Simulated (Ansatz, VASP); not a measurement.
# AlCu4 in VASP and in Ansatz

```
CELL_PARAMETERS angstrom
6.11856 0.00000 0.00000
0.00000 6.11856 0.00000
0.00000 0.00000 6.11856
ATOMIC_POSITIONS crystal
Al 0.43964 0.93964 0.56036
Al 0.93964 0.56036 0.43964
Al 0.56036 0.43964 0.93964
Al 0.06036 0.06036 0.06036
Cu 0.80906 0.30906 0.19094
Cu 0.30906 0.19094 0.80906
Cu 0.19094 0.80906 0.30906
Cu 0.69094 0.69094 0.69094
Cu 0.04726 0.87523 0.70131
Cu 0.29869 0.54726 0.62477
Cu 0.37523 0.79869 0.95274
Cu 0.54726 0.62477 0.29869
Cu 0.79869 0.95274 0.37523
Cu 0.87523 0.70131 0.04726
Cu 0.95274 0.37523 0.79869
Cu 0.70131 0.04726 0.87523
Cu 0.62477 0.29869 0.54726
Cu 0.45274 0.12477 0.20131
Cu 0.20131 0.45274 0.12477
Cu 0.12477 0.20131 0.45274
```

Alike in both runs: functional r2SCAN; k mesh 6 × 6 × 6; occupations gaussian, width 0.1 eV; no spin polarisation.

Ansatz relaxed the structure, and its values are those at the end. VASP's run is a single point on that final structure, the one shown.

|  | VASP | Ansatz |
| --- | --- | --- |
| version | VASP 6.6.1 | Ansatz 0.2.0 |
| potentials or method | VASP PAW PBE potentials, release 64 (Al, Cu), cutoff 520 eV | scalar-relativistic, plane waves, PAW |
| valence electrons in the cell | 188 | 316 |

VASP gave:

```
gap on the k mesh at the Fermi level (eV) : none
pressure (GPa)                            : 10.8
rms of the force components (eV/Å)        : 0.007
```

Task: Which values does Ansatz return?

Result: gap on the k mesh at the Fermi level (eV): none; pressure (GPa): 10.4; rms of the force components (eV/Å): 0.001.

VASP's potentials were made for PBE, not for r2SCAN. A gap of «none» marks a metal or a gap that the smearing closes. The functional is the same, so the differences come from potentials, cutoffs and numerics. VASP's potentials hold 188 valence electrons a cell and Ansatz's 316, so a difference there can come from the potentials and not from the codes. Ansatz's warnings: stress scf threshold loose.
